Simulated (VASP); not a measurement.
KBaI3, 5 atoms in the cell. The structure is cubic, space group Pm-3m (No. 221). The conventional cell has a = 6.719 Å, b = 6.719 Å, c = 6.719 Å, α = 90.00°, β = 90.00°, γ = 90.00°. Ba (site symmetry m-3m) has 6 I at 3.36 Å within 4.4 Å. Within 4.4 Å of I (site symmetry 4/mmm) lie 2 Ba at 3.36 Å. 

* Program: VASP 6.6.1
* Task: single point
* Functional: PBE
* Potentials or basis: VASP PAW PBE potentials, release 64 (K_sv, Ba_sv, I)
* Cutoff: 520 eV
* k mesh: 4 × 4 × 4
* Occupations: gaussian, width 0.5 eV
* Spin: no spin polarisation
* Dipole correction: no
* Further INCAR settings: ALGO = Normal; EDIFF = 1e-07; NBANDS = 28

Potentials or basis: VASP PAW PBE potentials, release 64 (K_sv, Ba_sv, I).

Run with:

```sh
$ cat potpaw_PBE.64/K_sv/POTCAR potpaw_PBE.64/Ba_sv/POTCAR potpaw_PBE.64/I/POTCAR > POTCAR
$ mpirun -np 1 vasp_std > vasp.out
```

Hardware: 1 thread of Intel(R) Xeon(R) 6975P-C (Granite Rapids), with other jobs on the host.

Question: How long does it take, and how much memory?

Answer: It took 65 s on 1 thread of Intel(R) Xeon(R) 6975P-C (Granite Rapids), on a shared host, peak memory 0.39 GiB. Counts: scf iterations 16, k points 10.
